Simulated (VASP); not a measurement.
# Mg (P6_3/mmc) in VASP: notebook, part 2 of 2

VASP 6.6.1. The steps go on from the part before.

## (3) Single point, PBE

File INCAR:

```
ALGO = Normal
EDIFF = 1E-6
ENCUT = 520
GGA = PE
ISIF = 2
ISMEAR = 0
LASPH = T
LCHARG = F
LREAL = F
LWAVE = F
NBANDS = 9
NELM = 60
PREC = Accurate
SIGMA = 0.03
```

File KPOINTS:

```
k-points
0
Gamma
  11 11 6
```

File POSCAR:

```
Mg
1.0
    3.1953117277      0.0000000000      0.0000000000
   -1.5976558638      2.7672211292      0.0000000000
    0.0000000000      0.0000000000      5.1879445283
Mg
2
Direct
    0.3333333333      0.6666666667      0.2500000000
    0.6666666667      0.3333333333      0.7500000000
```

Potentials or basis: VASP PAW PBE potentials, release 64 (Mg).

Started as:

```bash
cat potpaw_PBE.64/Mg/POTCAR > POTCAR
mpirun -np 1 vasp_std > vasp.out
```

OUTCAR:

```text
EDIFF = 1E-6
   ENCUT = 520
   GGA = PE
   ISIF = 2
   ISMEAR = 0
   LASPH = T
   LREAL = F
   NELM = 60
   PREC = Accurate

 ion  position               nearest neighbor table
   1  0.333  0.667  0.250-   2 3.18   2 3.18   2 3.18   2 3.18   2 3.18   2 3.18
   2  0.667  0.333  0.750-   1 3.18   1 3.18   1 3.18   1 3.18   1 3.18   1 3.18

  LATTYP: Found a hexagonal cell.
 ALAT       =     3.1953117277
 C/A-ratio  =     1.6236113939

  Lattice vectors:

 A1 = (   3.1953117277,   0.0000000000,   0.0000000000)
 A2 = (  -1.5976558638,   2.7672211292,   0.0000000000)
 A3 = (   0.0000000000,   0.0000000000,   5.1879445283)

Analysis of symmetry for initial positions (statically):
=====================================================================
 Subroutine PRICEL returns:
 Original cell was already a primitive cell.

 Routine SETGRP: Setting up the symmetry group for a
 hexagonal supercell.

 Subroutine GETGRP returns: Found 24 space group operations
 (whereof 12 operations were pure point group operations)
 out of a pool of 24 trial point group operations.

The static configuration has the point symmetry D_3d.
 The point group associated with its full space group is D_6h.

Analysis of symmetry for dynamics (positions and initial velocities):
=====================================================================
 Subroutine PRICEL returns:
 Original cell was already a primitive cell.

 Routine SETGRP: Setting up the symmetry group for a
 hexagonal supercell.

 Subroutine GETGRP returns: Found 24 space group operations
 (whereof 12 operations were pure point group operations)
 out of a pool of 24 trial point group operations.

The dynamic configuration has the point symmetry D_3d.
 The point group associated with its full space group is D_6h.

 Subroutine INISYM returns: Found 24 space group operations
 (whereof 12 operations are pure point group operations),
 and found     1 'primitive' translations

----------------------------------------------------------------------------------------

                                     Primitive cell

  volume of cell :      45.8725

  direct lattice vectors                    reciprocal lattice vectors
     3.195311728  0.000000000  0.000000000     0.312958511  0.180686680  0.000000000
    -1.597655864  2.767221129  0.000000000     0.000000000  0.361373361  0.000000000
     0.000000000  0.000000000  5.187944528     0.000000000  0.000000000  0.192754567

  length of vectors
     3.195311728  3.195311728  5.187944528     0.361373361  0.361373361  0.192754567

  position of ions in fractional coordinates (direct lattice)
     0.333333333  0.666666667  0.250000000
     0.666666667  0.333333333  0.750000000

  ion indices of the primitive-cell ions
   primitive index   ion index
                 1           1
                 2           2

----------------------------------------------------------------------------------------

 KPOINTS: k-points

Automatic generation of k-mesh.
 Grid dimensions read from file:
 generate k-points for:   11   11    6

 Generating k-lattice:

  Cartesian coordinates                     Fractional coordinates (reciprocal lattice)
     0.028450774  0.016426062  0.000000000     0.090909091  0.000000000  0.000000000
     0.000000000  0.032852124  0.000000000     0.000000000  0.090909091  0.000000000
     0.000000000  0.000000000  0.032125761     0.000000000  0.000000000  0.166666667

  Length of vectors
     0.032852124  0.032852124  0.032125761

  Shift w.r.t. Gamma in fractional coordinates (k-lattice)
     0.000000000  0.000000000  0.000000000

 Subroutine IBZKPT returns following result:
 ===========================================

 Found     64 irreducible k-points:

 Following reciprocal coordinates:
            Coordinates               Weight
  0.000000  0.000000  0.000000      1.000000
  0.090909  0.000000  0.000000      6.000000
  0.181818  0.000000  0.000000      6.000000
  0.272727  0.000000  0.000000      6.000000
  0.363636  0.000000  0.000000      6.000000
  0.454545  0.000000  0.000000      6.000000
[... 16 lines left out ...]
  0.090909  0.090909  0.166667     12.000000
  0.181818  0.090909  0.166667     24.000000
 [... further k-points ...]
   k-points           NKPTS =     64   k-points in BZ     NKDIM =     64   number of bands    NBANDS=      9
   number of dos      NEDOS =    301   number of ions     NIONS =      2
   total plane-waves  NPLWV =  23040
   dimension x,y,z NGX =    24 NGY =   24 NGZ =   40
   dimension x,y,z NGXF=    48 NGYF=   48 NGZF=   80
   ions per type =               2
   NGX,Y,Z   is equivalent  to a cutoff of  12.49, 12.49, 12.82 a.u.
   NGXF,Y,Z  is equivalent  to a cutoff of  24.97, 24.97, 25.64 a.u.
 SYSTEM =  unknown system
   PREC   = accura    normal or accurate (medium, high low for compatibility)
   ISTART =      0    job   : 0-new  1-cont  2-samecut
   ICHARG =      2    charge: 1-file 2-atom 10-const
   ISPIN  =      1    spin polarized calculation?
   LNONCOLLINEAR =      F non collinear calculations
   LSORBIT =      F    spin-orbit coupling
   LASPH  =      T    aspherical Exc in radial PAW
   ENCUT  =  520.0 eV  38.22 Ry    6.18 a.u.   5.94  5.94  9.65*2*pi/ulx,y,z
   NELM   =     60;   NELMIN=  2; NELMDL= -5     # of ELM steps
   EDIFF  = 0.1E-05   stopping-criterion for ELM
   LREAL  =      F    real-space projection
   EDIFFG = 0.1E-04   stopping-criterion for IOM
   NSW    =      0    number of steps for IOM
   IBRION =     -1    ionic relax: 0-MD 1-quasi-New 2-CG
   NFREE  =      0    steps in history (QN), initial steepest desc. (CG)
   ISIF   =      2    stress and relaxation
   ISYM   =      2    0-nonsym 1-usesym 2-fastsym
   POTIM  = 0.5000    time-step for ionic-motion
   TEBEG  =    0.0;   TEEND  =   0.0 temperature during run
   PSTRESS=    0.0 pullay stress
   NELECT =       4.0000    total number of electrons
   NUPDOWN=      -1.0000    fix difference up-down
   EMIN   =  10.00;   EMAX   =-10.00  energy-range for DOS
   EFERMI =   0.00;   METHOD = LEGACY
   ISMEAR =     0;   SIGMA  =   0.03  broadening in eV -4-tet -1-fermi 0-gaus
   EFERMI_NEDOS =   21; number of points for ismear=-14 and -15
   IALGO  =     38    algorithm
   IMIX   =      4    mixing-type and parameters
     AMIX     =   0.40;   BMIX     =  1.00
     AMIX_MAG =   1.60;   BMIX_MAG =  1.00
  volume/ion in A,a.u.               =      22.94       154.78
  Fermi-wavevector in a.u.,A,eV,Ry     =   0.725957  1.371859  7.170448  0.527013
  Thomas-Fermi vector in A             =   1.816809
   LORBIT       =      0    0 simple, 1 ext, 2 COOP (PROOUT), +10 PAW based schemes
   GGA     = PE    functional components
   LHFCALC =     F    Hartree Fock is set to
   AEXX    =    0.0000 exact exchange contribution
   IVDW    =     0    specifies the selected vdW correction
   LEPSILON=     F    determine dielectric tensor
   LRPA    =     F    only Hartree local field effects (RPA)
 non-spin polarized calculation
 Gauss-broadening in eV      SIGMA  =   0.03
  energy-cutoff  :      520.00
  volume of cell :       45.87
 maximum number of plane-waves:      1252
 NGX is ok and might be reduce to    24
   NGX = 11   NGY = 11   NGZ = 19

 number of electron       4.0000000 magnetization

 Free energy of the ion-electron system (eV)
  ---------------------------------------------------
  ext. energy  EPLUGINS =         0.00000000
  ---------------------------------------------------
  free energy    TOTEN  =        -3.03221006 eV

  energy without entropy =       -3.03210056  energy(sigma->0) =       -3.03215531

 E-fermi :   2.5381     XC(G=0):  -8.4937

 val. band max:        2.5085993330   @ k =   0.3636   0.2727   0.5000
 cond. band min:       2.7398652549   @ k =   0.1818   0.1818   0.0000
 fundamental gap:      0.2312659219
 Fermi energy:         2.5381490522

 k-point     1 :       0.0000    0.0000    0.0000
  band No.  band energies     occupation
      1      -4.2971      2.00000
      2       0.9520      2.00000
      3       1.3975      2.00000
      4      13.5834      0.00000
      5      13.5834      0.00000
      6      13.6993      0.00000
      7      13.6993      0.00000
      8      14.4735      0.00000
      9      16.0707      0.00000
[... 265 lines left out ...]
 k-point    24 :       0.1818    0.0909    0.1667
  band No.  band energies     occupation
      1      -3.0097      2.00000
      2       0.6031      2.00000
      3       4.1167      0.00000
      4       7.2981      0.00000
      5       8.8675      0.00000
      6      10.7155      0.00000
      7      12.2063      0.00000
      8      13.5563      0.00000
      9      14.0603      0.00000

 [... further k-points ...]
[... 5 lines left out ...]
  --------------------------------------------------------------------------------------
  -------------------------------------------------------------------------------------
  Total       -0.0444986     -0.0444986     -0.0480401     -0.0000000      0.0000000      0.0000000
  in kB       -1.5541910     -1.5541910     -1.6778858     -0.0000000      0.0000000      0.0000000
  external PRESSURE =      -1.5954226 kB  Pullay stress =       0.0000000 kB

 VOLUME and BASIS-vectors are now :
 -----------------------------------------------------------------------------
  energy-cutoff  :      520.00
  volume of cell :       45.87
      direct lattice vectors                 reciprocal lattice vectors
     3.195311728  0.000000000  0.000000000     0.312958511  0.180686680  0.000000000
    -1.597655864  2.767221129  0.000000000     0.000000000  0.361373361  0.000000000
     0.000000000  0.000000000  5.187944528     0.000000000  0.000000000  0.192754567

 POSITION                                       TOTAL-FORCE (eV/Angst)
 -----------------------------------------------------------------------------------
     -0.00000      1.84481      1.29699        -0.000000      0.000000      0.000000
      1.59766      0.92241      3.89096         0.000000     -0.000000      0.000000
 -----------------------------------------------------------------------------------
    total drift:                                0.000000     -0.000000      0.000000

  FREE ENERGIE OF THE ION-ELECTRON SYSTEM (eV)
  ---------------------------------------------------
  free  energy   TOTEN  =        -3.0322100620 eV

  energy  without entropy=       -3.0321005637  energy(sigma->0) =       -3.03215531
```

OSZICAR:

```text
N       E                     dE             d eps       ncg     rms          rms(c)
DAV:   1    -0.167678352508E+00   -0.16768E+00   -0.13102E+03  1152   0.317E+02
DAV:   2    -0.300635542630E+01   -0.28387E+01   -0.27471E+01  1536   0.280E+01
DAV:   3    -0.304552606603E+01   -0.39171E-01   -0.39088E-01  1478   0.275E+00
DAV:   4    -0.304563857786E+01   -0.11251E-03   -0.11251E-03  1530   0.151E-01
DAV:   5    -0.304563903218E+01   -0.45432E-06   -0.45430E-06  1397   0.918E-03    0.963E-01
DAV:   6    -0.303963636171E+01    0.60027E-02   -0.60537E-04  1408   0.193E-01    0.617E-01
DAV:   7    -0.303219944906E+01    0.74369E-02   -0.23355E-03  1175   0.334E-01    0.339E-02
DAV:   8    -0.303221145798E+01   -0.12009E-04   -0.15854E-05  1684   0.239E-02    0.758E-03
DAV:   9    -0.303221029249E+01    0.11655E-05   -0.12165E-06  1225   0.529E-03    0.616E-04
DAV:  10    -0.303221006198E+01    0.23051E-06   -0.52649E-09   665   0.437E-04
   1 F= -.30322101E+01 E0= -.30321553E+01  d E =-.109498E-03
```

stdout:

```text
POSCAR found type information on POSCAR Mg
 POSCAR found :  1 types and       2 ions
 scaLAPACK will be used
 LDA part: xc-table for (Slater+PW92), standard interpolation
 POSCAR, INCAR and KPOINTS ok, starting setup
 FFT: planning ... GRIDC
 FFT: planning ... GRID_SOFT
 FFT: planning ... GRID
 WAVECAR not read
 entering main loop
```

It took 31 s on 1 thread of AMD EPYC 7R13, shared host; peak memory 0.14 GiB.

What came out:

```
Free energy            : -3.0322 eV
Pressure               : -0.2 GPa
Band gap on the k mesh : zero (band 2 reaches 3.51 eV, above the bottom of band 3 at 1.40 eV)
```

## (4) Single point, PBE

File INCAR:

```
SYSTEM = Mg
  PREC = Accurate
  ENCUT = 520
  EDIFF = 1E-6
  ISMEAR = 0
  SIGMA = 0.1
  LREAL = .False.
  LASPH = .True.
  NELM = 80
  ALGO = Normal
  ISIF = 2
  LWAVE = .False.
  LCHARG = .False.
  GGA = PE
  NBANDS = 9
```

File KPOINTS:

```
regular mesh
0
Gamma
  11 11 6
  0 0 0
```

POSCAR is that of step 3.

Potentials or basis: VASP PAW PBE potentials, release 64 (Mg).

Started as:

```bash
cat potpaw_PBE.64/Mg/POTCAR > POTCAR
mpirun -np 1 vasp_std > vasp.out
```

OUTCAR:

```text
SYSTEM = Mg
   PREC = Accurate
   ENCUT = 520
   EDIFF = 1E-6
   ISMEAR = 0
   LREAL = .False.
   LASPH = .True.
   NELM = 80
   ISIF = 2
   GGA = PE

 ion  position               nearest neighbor table
   1  0.333  0.667  0.250-   2 3.18   2 3.18   2 3.18   2 3.18   2 3.18   2 3.18
   2  0.667  0.333  0.750-   1 3.18   1 3.18   1 3.18   1 3.18   1 3.18   1 3.18

  LATTYP: Found a hexagonal cell.
 ALAT       =     3.1953117277
 C/A-ratio  =     1.6236113939

  Lattice vectors:

 A1 = (   3.1953117277,   0.0000000000,   0.0000000000)
 A2 = (  -1.5976558638,   2.7672211292,   0.0000000000)
 A3 = (   0.0000000000,   0.0000000000,   5.1879445283)

Analysis of symmetry for initial positions (statically):
=====================================================================
 Subroutine PRICEL returns:
 Original cell was already a primitive cell.

 Routine SETGRP: Setting up the symmetry group for a
 hexagonal supercell.

 Subroutine GETGRP returns: Found 24 space group operations
 (whereof 12 operations were pure point group operations)
 out of a pool of 24 trial point group operations.

The static configuration has the point symmetry D_3d.
[... 172 lines left out ...]
  band No.  band energies     occupation
      1      -4.2972      2.00000
      2       0.9521      2.00000
      3       1.3974      2.00000
      4      13.5834      0.00000
      5      13.5834      0.00000
      6      13.6993      0.00000
      7      13.6993      0.00000
      8      14.4735      0.00000
      9      16.0707      0.00000
[... 265 lines left out ...]
 k-point    24 :       0.1818    0.0909    0.1667
  band No.  band energies     occupation
      1      -3.0097      2.00000
      2       0.6031      2.00000
      3       4.1167      0.00000
      4       7.2981      0.00000
      5       8.8675      0.00000
      6      10.7155      0.00000
      7      12.2063      0.00000
      8      13.5563      0.00000
      9      14.0603      0.00000

 [... further k-points ...]

------------------------ aborting loop because EDIFF is reached ----------------------------------------

  FORCE on cell =-STRESS in cart. coord.  units (eV):
  Direction    XX          YY          ZZ          XY          YZ          ZX
  --------------------------------------------------------------------------------------
  -------------------------------------------------------------------------------------
  Total       -0.0433119     -0.0433119     -0.0524689     -0.0000000      0.0000000      0.0000000
  in kB       -1.5127442     -1.5127442     -1.8325676     -0.0000000      0.0000000      0.0000000
  external PRESSURE =      -1.6193520 kB  Pullay stress =       0.0000000 kB

 VOLUME and BASIS-vectors are now :
 -----------------------------------------------------------------------------
  energy-cutoff  :      520.00
  volume of cell :       45.87
      direct lattice vectors                 reciprocal lattice vectors
     3.195311728  0.000000000  0.000000000     0.312958511  0.180686680  0.000000000
    -1.597655864  2.767221129  0.000000000     0.000000000  0.361373361  0.000000000
     0.000000000  0.000000000  5.187944528     0.000000000  0.000000000  0.192754567

 POSITION                                       TOTAL-FORCE (eV/Angst)
 -----------------------------------------------------------------------------------
     -0.00000      1.84481      1.29699         0.000000     -0.000000      0.000000
      1.59766      0.92241      3.89096        -0.000000      0.000000      0.000000
 -----------------------------------------------------------------------------------
    total drift:                                0.000000     -0.000000      0.000000

  FREE ENERGIE OF THE ION-ELECTRON SYSTEM (eV)
  ---------------------------------------------------
  free  energy   TOTEN  =        -3.0325139717 eV

  energy  without entropy=       -3.0318251928  energy(sigma->0) =       -3.03216958
```

OSZICAR:

```text
N       E                     dE             d eps       ncg     rms          rms(c)
DAV:   1    -0.169013714439E+00   -0.16901E+00   -0.13102E+03  1152   0.317E+02
DAV:   2    -0.300667052222E+01   -0.28377E+01   -0.27475E+01  1536   0.280E+01
DAV:   3    -0.304583986288E+01   -0.39169E-01   -0.39009E-01  1478   0.274E+00
DAV:   4    -0.304595240566E+01   -0.11254E-03   -0.11254E-03  1530   0.151E-01
DAV:   5    -0.304595285977E+01   -0.45411E-06   -0.45439E-06  1397   0.918E-03    0.963E-01
DAV:   6    -0.303994485423E+01    0.60080E-02   -0.60586E-04  1408   0.193E-01    0.617E-01
DAV:   7    -0.303250333202E+01    0.74415E-02   -0.23379E-03  1175   0.334E-01    0.339E-02
DAV:   8    -0.303251538232E+01   -0.12050E-04   -0.15857E-05  1684   0.239E-02    0.759E-03
DAV:   9    -0.303251420317E+01    0.11791E-05   -0.12170E-06  1225   0.529E-03    0.617E-04
DAV:  10    -0.303251397173E+01    0.23144E-06   -0.52608E-09   665   0.437E-04
   1 F= -.30325140E+01 E0= -.30321696E+01  d E =-.688779E-03
```

Run time: 30 s. Hardware: 1 thread of AMD EPYC 7R13, shared host; peak memory 0.14 GiB.

What came out:

| Item | Value |
| --- | --- |
| Free energy | -3.0325 eV |
| Pressure | -0.2 GPa |
| Band gap on the k mesh | zero (band 2 reaches 3.51 eV, above the bottom of band 3 at 1.40 eV) |

Levels at points of the mesh, in eV from the Fermi level:
| k point | band 1 | band 2 | band 3 | band 4 | band 5 |
| --- | --- | --- | --- | --- | --- |
| (0.00, 0.00, 0.00) | -6.91 | -1.66 | -1.21 | 10.97 | 10.97 |
| (0.00, 0.00, 0.50) | -5.51 | -5.51 | 5.07 | 5.07 | 11.72 |

## (5) Summary

```tsv
smearing	gap on the mesh (eV)	pressure (GPa)
gaussian 0.01 eV	none	-0.2
gaussian 0.03 eV	none	-0.2
gaussian 0.1 eV	none	-0.2
```

Alike in all rows: task single point; level PBE; potentials or basis VASP PAW PBE potentials, release 64 (Mg); no spin polarisation; cell as given; k mesh 11 × 11 × 6; cutoff (eV) 520.

Every run on the cell as given and a fine mesh finds a metal.

Total energies depend on the potentials used, so only differences within one code and one set of settings carry meaning.
